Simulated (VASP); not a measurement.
# MgO (P2_1) in VASP: further runs

MgO is run at these levels: PBE; tasks: single point.

All numbers are computed with VASP 6.6.1; they aren't measurements. Logs are shortened: lines on timing, memory, paths and dates and some standing lists are left out, and cuts for length are marked.

## (1) The cell of the first run

The structure is monoclinic, space group P2_1 (No. 4). The conventional cell has a = 3.281 Å, b = 10.514 Å, c = 3.281 Å, α = 90.00°, β = 120.00°, γ = 90.00°. Within 2.6 Å of Mg (site symmetry 1) lie 4 O at 1.98 to 2.01 Å. Mg (site symmetry 1) has 4 O at 1.98 to 2.05 Å within 2.6 Å. O (site symmetry 1) has 4 Mg at 1.98 to 2.01 Å within 2.6 Å. O (site symmetry 1) has 4 Mg at 1.98 to 2.05 Å within 2.6 Å.

## (2) Single point, PBE (atoms displaced along several vibrational modes)

File INCAR:

```
SYSTEM = MgO
  PREC = Accurate
  ENCUT = 520
  EDIFF = 1E-7
  ISMEAR = 0
  SIGMA = 0.05
  LREAL = .False.
  LASPH = .True.
  NELM = 80
  ALGO = Normal
  ISIF = 2
  LWAVE = .False.
  LCHARG = .True.
  GGA = PE
  LELF = .True.
  LVHAR = .True.
  NBANDS = 26
```

File KPOINTS:

```
Automatic mesh
0
Gamma
  9 9 2
  0 0 0
```

File POSCAR:

```
MgO
1.0
    3.2805263433      0.0000000000      0.0000000000
   -1.6402631717      2.8410191511      0.0000000000
    0.0000000000      0.0000000000     10.5138967343
Mg O
4 4
Direct
    0.3385206287      0.7441036667      0.9694906392
   -0.0036167636     -0.0539917822      0.2208211786
    0.0036167636      0.0539917822      0.7208211786
    0.6614793713      0.2558963333      0.4694906392
    0.3372456779      0.7250709413      0.7800420079
   -0.0047453768     -0.0708399493      0.5296443544
    0.0047453768      0.0708399493      0.0296443544
    0.6627543221      0.2749290587      0.2800420079
```

Potentials or basis: VASP PAW PBE potentials, release 64 (Mg, O).

The run is started by

```
$ cat potpaw_PBE.64/Mg/POTCAR potpaw_PBE.64/O/POTCAR > POTCAR
$ mpirun -np 1 vasp_std > vasp.out
```

OUTCAR:

```text
SYSTEM = MgO
   PREC = Accurate
   ENCUT = 520
   EDIFF = 1E-7
   ISMEAR = 0
   LREAL = .False.
   LASPH = .True.
   NELM = 80
   ISIF = 2
   GGA = PE

 ion  position               nearest neighbor table
   1  0.339  0.744  0.969-   7 1.98   5 1.99   7 2.00   7 2.01   2 3.07   3 3.19   3 3.23   2 3.26
                             3 3.27   2 3.49
   2  0.996  0.946  0.221-   8 1.98   8 1.99   8 2.01   7 2.05   1 3.07   4 3.19   4 3.23   1 3.26
                             4 3.27   1 3.49
   3  0.004  0.054  0.721-   5 1.98   5 1.99   5 2.01   6 2.05   4 3.07   1 3.19   1 3.23   4 3.26
                             1 3.27   4 3.49
   4  0.661  0.256  0.469-   6 1.98   8 1.99   6 2.00   6 2.01   3 3.07   2 3.19   2 3.23   3 3.26
                             2 3.27   3 3.49
   5  0.337  0.725  0.780-   3 1.98   1 1.99   3 1.99   3 2.01
   6  0.995  0.929  0.530-   4 1.98   4 2.00   4 2.01   3 2.05
   7  0.005  0.071  0.030-   1 1.98   1 2.00   1 2.01   2 2.05
   8  0.663  0.275  0.280-   2 1.98   4 1.99   2 1.99   2 2.01

  LATTYP: Found a hexagonal cell.
 ALAT       =     3.2805263433
 C/A-ratio  =     3.2049420227

  Lattice vectors:

 A1 = (   3.2805263433,   0.0000000000,   0.0000000000)
 A2 = (  -1.6402631717,   2.8410191511,   0.0000000000)
 A3 = (   0.0000000000,   0.0000000000,  10.5138967343)

Analysis of symmetry for initial positions (statically):
=====================================================================
 Subroutine PRICEL returns:
 Original cell was already a primitive cell.

 Routine SETGRP: Setting up the symmetry group for a
 hexagonal supercell.

 Subroutine GETGRP returns: Found  2 space group operations
 (whereof  1 operations were pure point group operations)
 out of a pool of 24 trial point group operations.

The static configuration has the point symmetry C_1 .
 The point group associated with its full space group is C_2 .

Analysis of symmetry for dynamics (positions and initial velocities):
=====================================================================
 Subroutine PRICEL returns:
 Original cell was already a primitive cell.

 Routine SETGRP: Setting up the symmetry group for a
 hexagonal supercell.

 Subroutine GETGRP returns: Found  2 space group operations
 (whereof  1 operations were pure point group operations)
 out of a pool of 24 trial point group operations.

The dynamic configuration has the point symmetry C_1 .
 The point group associated with its full space group is C_2 .

 Subroutine INISYM returns: Found  2 space group operations
 (whereof  1 operations are pure point group operations),
 and found     1 'primitive' translations

----------------------------------------------------------------------------------------

                                     Primitive cell

  volume of cell :      97.9899

  direct lattice vectors                    reciprocal lattice vectors
     3.280526343  0.000000000  0.000000000     0.304829133  0.175993182  0.000000000
    -1.640263172  2.841019151  0.000000000     0.000000000  0.351986364  0.000000000
     0.000000000  0.000000000 10.513896734     0.000000000  0.000000000  0.095112214

  length of vectors
     3.280526343  3.280526343 10.513896734     0.351986364  0.351986364  0.095112214

  position of ions in fractional coordinates (direct lattice)
     0.338520629  0.744103667  0.969490639
     0.996383236  0.946008218  0.220821179
     0.003616764  0.053991782  0.720821179
     0.661479371  0.255896333  0.469490639
     0.337245678  0.725070941  0.780042008
     0.995254623  0.929160051  0.529644354
     0.004745377  0.070839949  0.029644354
     0.662754322  0.274929059  0.280042008

  ion indices of the primitive-cell ions
   primitive index   ion index
                 1           1
                 2           2
                 3           3
                 4           4
                 5           5
                 6           6
                 7           7
                 8           8

----------------------------------------------------------------------------------------

 KPOINTS: Automatic mesh

Automatic generation of k-mesh.
 Grid dimensions read from file:
 generate k-points for:    9    9    2

 Generating k-lattice:

  Cartesian coordinates                     Fractional coordinates (reciprocal lattice)
     0.033869904  0.019554798  0.000000000     0.111111111  0.000000000  0.000000000
     0.000000000  0.039109596  0.000000000     0.000000000  0.111111111  0.000000000
     0.000000000  0.000000000  0.047556107     0.000000000  0.000000000  0.500000000

  Length of vectors
     0.039109596  0.039109596  0.047556107

  Shift w.r.t. Gamma in fractional coordinates (k-lattice)
     0.000000000  0.000000000  0.000000000

 Subroutine IBZKPT returns following result:
 ===========================================

 Found     82 irreducible k-points:

 Following reciprocal coordinates:
            Coordinates               Weight
  0.000000  0.000000  0.000000      1.000000
  0.111111 -0.000000  0.000000      2.000000
  0.000000  0.111111  0.000000      2.000000
 -0.111111  0.111111  0.000000      2.000000
  0.222222  0.000000  0.000000      2.000000
  0.000000  0.222222  0.000000      2.000000
[... 16 lines left out ...]
  0.333333  0.111111  0.000000      2.000000
 -0.111111  0.444444  0.000000      2.000000
 [... further k-points ...]
   k-points           NKPTS =     82   k-points in BZ     NKDIM =     82   number of bands    NBANDS=     26
   number of dos      NEDOS =    301   number of ions     NIONS =      8
   total plane-waves  NPLWV =  46080
   dimension x,y,z NGX =    24 NGY =   24 NGZ =   80
   dimension x,y,z NGXF=    48 NGYF=   48 NGZF=  160
   ions per type =               4   4
   NGX,Y,Z   is equivalent  to a cutoff of  12.16, 12.16, 12.65 a.u.
   NGXF,Y,Z  is equivalent  to a cutoff of  24.32, 24.32, 25.30 a.u.
 SYSTEM =  MgO
   PREC   = accura    normal or accurate (medium, high low for compatibility)
   ISTART =      0    job   : 0-new  1-cont  2-samecut
   ICHARG =      2    charge: 1-file 2-atom 10-const
   ISPIN  =      1    spin polarized calculation?
   LNONCOLLINEAR =      F non collinear calculations
   LSORBIT =      F    spin-orbit coupling
   LASPH  =      T    aspherical Exc in radial PAW
   ENCUT  =  520.0 eV  38.22 Ry    6.18 a.u.   6.10  6.10 19.55*2*pi/ulx,y,z
   NELM   =     80;   NELMIN=  2; NELMDL= -5     # of ELM steps
   EDIFF  = 0.1E-06   stopping-criterion for ELM
   LREAL  =      F    real-space projection
   EDIFFG = 0.1E-05   stopping-criterion for IOM
   NSW    =      0    number of steps for IOM
   IBRION =     -1    ionic relax: 0-MD 1-quasi-New 2-CG
   NFREE  =      0    steps in history (QN), initial steepest desc. (CG)
   ISIF   =      2    stress and relaxation
   ISYM   =      2    0-nonsym 1-usesym 2-fastsym
   POTIM  = 0.5000    time-step for ionic-motion
   TEBEG  =    0.0;   TEEND  =   0.0 temperature during run
   PSTRESS=    0.0 pullay stress
   NELECT =      32.0000    total number of electrons
   NUPDOWN=      -1.0000    fix difference up-down
   EMIN   =  10.00;   EMAX   =-10.00  energy-range for DOS
   EFERMI =   0.00;   METHOD = LEGACY
   ISMEAR =     0;   SIGMA  =   0.05  broadening in eV -4-tet -1-fermi 0-gaus
   EFERMI_NEDOS =   21; number of points for ismear=-14 and -15
   IALGO  =     38    algorithm
   IMIX   =      4    mixing-type and parameters
     AMIX     =   0.40;   BMIX     =  1.00
     AMIX_MAG =   1.60;   BMIX_MAG =  1.00
  volume/ion in A,a.u.               =      12.25        82.66
  Fermi-wavevector in a.u.,A,eV,Ry     =   1.127365  2.130410 17.292335  1.270951
  Thomas-Fermi vector in A             =   2.264050
   LORBIT       =      0    0 simple, 1 ext, 2 COOP (PROOUT), +10 PAW based schemes
   GGA     = PE    functional components
   LHFCALC =     F    Hartree Fock is set to
   AEXX    =    0.0000 exact exchange contribution
   IVDW    =     0    specifies the selected vdW correction
   LEPSILON=     F    determine dielectric tensor
   LRPA    =     F    only Hartree local field effects (RPA)
 non-spin polarized calculation
 Gauss-broadening in eV      SIGMA  =   0.05
  energy-cutoff  :      520.00
  volume of cell :       97.99
 maximum number of plane-waves:      2688
   NGX = 13   NGY = 13   NGZ = 39

 number of electron      31.9999999 magnetization

 Free energy of the ion-electron system (eV)
  ---------------------------------------------------
  ext. energy  EPLUGINS =         0.00000000
  ---------------------------------------------------
  free energy    TOTEN  =       -46.75660969 eV

  energy without entropy =      -46.75660969  energy(sigma->0) =      -46.75660969

 E-fermi :   1.1025     XC(G=0):  -9.5948

 val. band max:        0.8446547439   @ k =   0.0000   0.0000   0.0000
 cond. band min:       4.1252818033   @ k =   0.0000   0.0000   0.0000
 fundamental gap:      3.2806270594
 Fermi energy:         1.1025122311

 k-point     1 :       0.0000    0.0000    0.0000
  band No.  band energies     occupation
      1     -15.1703      2.00000
      2     -14.8639      2.00000
      3     -14.8370      2.00000
      4     -14.5040      2.00000
      5      -2.2903      2.00000
      6      -1.1121      2.00000
[... 18 lines left out ...]
     25      15.2902      0.00000
     26      15.5584      0.00000

 k-point     2 :       0.1111   -0.0000    0.0000
  band No.  band energies     occupation
      1     -15.1101      2.00000
      2     -14.8189      2.00000
      3     -14.7922      2.00000
      4     -14.4780      2.00000
      5      -2.1651      2.00000
      6      -1.1583      2.00000
[... 18 lines left out ...]
     25      14.6925      0.00000
     26      14.8072      0.00000

 k-point     3 :       0.0000    0.1111    0.0000
  band No.  band energies     occupation
      1     -15.1112      2.00000
      2     -14.8188      2.00000
      3     -14.7923      2.00000
      4     -14.4765      2.00000
      5      -2.1681      2.00000
      6      -1.1623      2.00000
[... 572 lines left out ...]
 k-point    23 :       0.3333    0.1111    0.0000
  band No.  band energies     occupation
      1     -14.6310      2.00000
      2     -14.4985      2.00000
      3     -14.4680      2.00000
      4     -14.3355      2.00000
      5      -1.9915      2.00000
      6      -1.8151      2.00000
[... 18 lines left out ...]
     25      13.1582      0.00000
     26      13.7829      0.00000

 k-point    24 :      -0.1111    0.4444    0.0000
  band No.  band energies     occupation
      1     -14.6432      2.00000
      2     -14.5095      2.00000
      3     -14.4561      2.00000
      4     -14.3207      2.00000
      5      -2.0728      2.00000
      6      -1.8169      2.00000
[... 18 lines left out ...]
     25      13.2676      0.00000
     26      14.0212      0.00000

 [... further k-points ...]
[... 5 lines left out ...]
  --------------------------------------------------------------------------------------
  -------------------------------------------------------------------------------------
  Total        0.8276066     -2.0473607     -0.3450465     -0.3564150      0.0000000      0.0000000
  in kB       13.5317247    -33.4752291     -5.6416593     -5.8275393      0.0000000      0.0000000
  external PRESSURE =      -8.5283879 kB  Pullay stress =       0.0000000 kB

 VOLUME and BASIS-vectors are now :
 -----------------------------------------------------------------------------
  energy-cutoff  :      520.00
  volume of cell :       97.99
      direct lattice vectors                 reciprocal lattice vectors
     3.280526343  0.000000000  0.000000000     0.304829133  0.175993182  0.000000000
    -1.640263172  2.841019151  0.000000000     0.000000000  0.351986364  0.000000000
     0.000000000  0.000000000 10.513896734     0.000000000  0.000000000  0.095112214

 POSITION                                       TOTAL-FORCE (eV/Angst)
 -----------------------------------------------------------------------------------
     -0.11000      2.11401     10.19312         0.173234     -0.214243     -0.081302
      1.71696      2.68763      2.32169        -0.120481      0.153470     -0.095565
     -0.07670      0.15339      7.57864         0.120481     -0.153470     -0.095565
      1.75026      0.72701      4.93618        -0.173234      0.214243     -0.081302
     -0.08296      2.05994      8.20128         0.106806     -0.089460      0.030962
      1.74089      2.63976      5.56863        -0.113564      0.129201      0.145905
     -0.10063      0.20126      0.31168         0.113564     -0.129201      0.145905
      1.72323      0.78108      2.94433        -0.106806      0.089460      0.030962
 -----------------------------------------------------------------------------------
    total drift:                                0.000000      0.000000     -0.001122

  FREE ENERGIE OF THE ION-ELECTRON SYSTEM (eV)
  ---------------------------------------------------
  free  energy   TOTEN  =       -46.7566096899 eV

  energy  without entropy=      -46.7566096899  energy(sigma->0) =      -46.75660969
```

Wall time 86 s (1 thread of AMD EPYC 9R45 (Zen 5), shared host); peak memory 0.28 GiB.

Results:

- Free energy: -46.7566 eV
- Pressure: -0.9 GPa
- Largest force: 0.287 eV/Å
- Band gap on the k mesh: 3.28 eV

Forces on the atoms (eV/Å):
```
Mg   0.173 -0.214 -0.081
Mg  -0.120  0.153 -0.096
Mg   0.120 -0.153 -0.096
Mg  -0.173  0.214 -0.081
O    0.107 -0.089  0.031
O   -0.114  0.129  0.146
O    0.114 -0.129  0.146
O   -0.107  0.089  0.031
```

Stress tensor (GPa, compression positive):
```
 1.35 -0.58  0.00
-0.58 -3.35  0.00
 0.00  0.00 -0.56
```

Caveat: the cell differs from its parent crystal (atoms displaced along several vibrational modes).

## (3) Single point, PBE (atoms displaced along several vibrational modes)

File INCAR:

```
  ALGO = Normal
  EDIFF = 1E-6
  ENCUT = 520
  GGA = PE
  ISIF = 2
  ISMEAR = 0
  LASPH = True
  LCHARG = True
  LELF = True
  LREAL = False
  LVHAR = True
  LWAVE = False
  NBANDS = 26
  NELM = 80
  PREC = Accurate
  SIGMA = 0.05
```

File KPOINTS:

```
k-points
0
Gamma
  9 9 2
```

File POSCAR:

```
MgO
1.0
    3.2805263433      0.0000000000      0.0000000000
   -1.6402631717      2.8410191511      0.0000000000
    0.0000000000      0.0000000000     10.5138967343
Mg O
4 4
Direct
    0.3243486741      0.7828221667      0.9694906392
    0.0062644183     -0.0809876733      0.2208211786
   -0.0062644183      0.0809876733      0.7208211786
    0.6756513259      0.2171778333      0.4694906392
    0.3265569538      0.7542730786      0.7800420079
    0.0082192337     -0.1062599239      0.5296443544
   -0.0082192337      0.1062599239      0.0296443544
    0.6734430462      0.2457269214      0.2800420079
```

Potentials or basis: VASP PAW PBE potentials, release 64 (Mg, O).

The run is started by

```
$ cat potpaw_PBE.64/Mg/POTCAR potpaw_PBE.64/O/POTCAR > POTCAR
$ mpirun -np 1 vasp_std > vasp.out
```

OUTCAR:

```text
EDIFF = 1E-6
   ENCUT = 520
   GGA = PE
   ISIF = 2
   ISMEAR = 0
   LASPH = True
   LREAL = False
   NELM = 80
   PREC = Accurate

 ion  position               nearest neighbor table
   1  0.324  0.783  0.969-   7 1.97   5 1.99   7 2.00   7 2.02   2 2.96   3 3.17   3 3.24   3 3.29
                             2 3.34   2 3.63
   2  0.006  0.919  0.221-   8 1.97   8 2.00   8 2.01   7 2.11   1 2.96   4 3.17   4 3.24   4 3.29
                             1 3.34   1 3.63
   3  0.994  0.081  0.721-   5 1.97   5 2.00   5 2.01   6 2.11   4 2.96   1 3.17   1 3.24   1 3.29
                             4 3.34   4 3.63
   4  0.676  0.217  0.469-   6 1.97   8 1.99   6 2.00   6 2.02   3 2.96   2 3.17   2 3.24   2 3.29
                             3 3.34   3 3.63
   5  0.327  0.754  0.780-   3 1.97   1 1.99   3 2.00   3 2.01
   6  0.008  0.894  0.530-   4 1.97   4 2.00   4 2.02   3 2.11
   7  0.992  0.106  0.030-   1 1.97   1 2.00   1 2.02   2 2.11
   8  0.673  0.246  0.280-   2 1.97   4 1.99   2 2.00   2 2.01

  LATTYP: Found a hexagonal cell.
 ALAT       =     3.2805263433
 C/A-ratio  =     3.2049420227

  Lattice vectors:

[... 191 lines left out ...]

 E-fermi :   1.3004     XC(G=0):  -9.6064

 val. band max:        1.0065103841   @ k =   0.0000   0.0000   0.0000
 cond. band min:       4.0763504937   @ k =   0.0000   0.0000   0.0000
 fundamental gap:      3.0698401096
 Fermi energy:         1.3004123400

 k-point     1 :       0.0000    0.0000    0.0000
  band No.  band energies     occupation
      1     -15.1422      2.00000
      2     -14.8449      2.00000
      3     -14.7829      2.00000
      4     -14.4567      2.00000
      5      -2.2695      2.00000
      6      -1.1064      2.00000
[... 685 lines left out ...]
     25      13.0589      0.00000
     26      13.8256      0.00000

 [... further k-points ...]
[... 5 lines left out ...]
  --------------------------------------------------------------------------------------
  -------------------------------------------------------------------------------------
  Total        0.8069020     -3.1895456     -0.0190473     -0.3280304      0.0000000      0.0000000
  in kB       13.1931949    -52.1504428     -0.3114320     -5.3634385      0.0000000      0.0000000
  external PRESSURE =     -13.0895600 kB  Pullay stress =       0.0000000 kB

 VOLUME and BASIS-vectors are now :
 -----------------------------------------------------------------------------
  energy-cutoff  :      520.00
  volume of cell :       97.99
      direct lattice vectors                 reciprocal lattice vectors
     3.280526343  0.000000000  0.000000000     0.304829133  0.175993182  0.000000000
    -1.640263172  2.841019151  0.000000000     0.000000000  0.351986364  0.000000000
     0.000000000  0.000000000 10.513896734     0.000000000  0.000000000  0.095112214

 POSITION                                       TOTAL-FORCE (eV/Angst)
 -----------------------------------------------------------------------------------
     -0.22000      2.22401     10.19312         0.375018     -0.305011     -0.219769
     -1.48687      2.61093      2.32169        -0.246853      0.202818     -0.145141
      3.12713      0.23009      7.57864         0.246853     -0.202818     -0.145141
      1.86026      0.61701      4.93618        -0.375018      0.305011     -0.219769
     -0.16593      2.14290      8.20128         0.242626     -0.119644      0.088439
     -1.43901      2.53913      5.56863        -0.240008      0.169053      0.276471
      3.07927      0.30189      0.31168         0.240008     -0.169053      0.276471
      1.80619      0.69811      2.94433        -0.242626      0.119644      0.088439
 -----------------------------------------------------------------------------------
    total drift:                                0.000000      0.000001     -0.000643

  FREE ENERGIE OF THE ION-ELECTRON SYSTEM (eV)
  ---------------------------------------------------
  free  energy   TOTEN  =       -46.4702321811 eV

  energy  without entropy=      -46.4702321811  energy(sigma->0) =      -46.47023218
```

stdout:

```text
POSCAR found type information on POSCAR MgO
 POSCAR found :  2 types and       8 ions
 scaLAPACK will be used
 LDA part: xc-table for (Slater+PW92), standard interpolation
 POSCAR, INCAR and KPOINTS ok, starting setup
 FFT: planning ... GRIDC
 FFT: planning ... GRID_SOFT
 FFT: planning ... GRID
 WAVECAR not read
 entering main loop
```

Wall time 78 s (1 thread of AMD EPYC 9R45 (Zen 5), shared host); peak memory 0.28 GiB.

Results:

| Property | Result |
| --- | --- |
| Free energy | -46.4702 eV |
| Pressure | -1.3 GPa |
| Largest force | 0.531 eV/Å |
| Band gap on the k mesh | 3.07 eV |

Forces in eV/Å, atoms in the order of the input:
```
Mg   0.375 -0.305 -0.220
Mg  -0.247  0.203 -0.145
Mg   0.247 -0.203 -0.145
Mg  -0.375  0.305 -0.220
O    0.243 -0.120  0.088
O   -0.240  0.169  0.276
O    0.240 -0.169  0.276
O   -0.243  0.120  0.088
```

Levels at points of the mesh, in eV from the valence-band top:
| k point | band 12 | band 13 | band 14 | band 15 | band 16 | band 17 | band 18 | band 19 | band 20 | band 21 |
| --- | --- | --- | --- | --- | --- | --- | --- | --- | --- | --- |
| (0.00, 0.00, 0.00) | -0.50 | -0.42 | -0.33 | -0.31 | 0.00 | 3.07 | 5.29 | 5.59 | 8.04 | 9.37 |
| (0.00, 0.00, 0.50) | -0.54 | -0.36 | -0.36 | -0.32 | -0.32 | 3.91 | 3.91 | 6.99 | 6.99 | 10.53 |

Caveat: the cell differs from its parent crystal (atoms displaced along several vibrational modes); the stress differs along the axes, from -5 to 1 GPa.

(Part 1 of 2 ends here.)
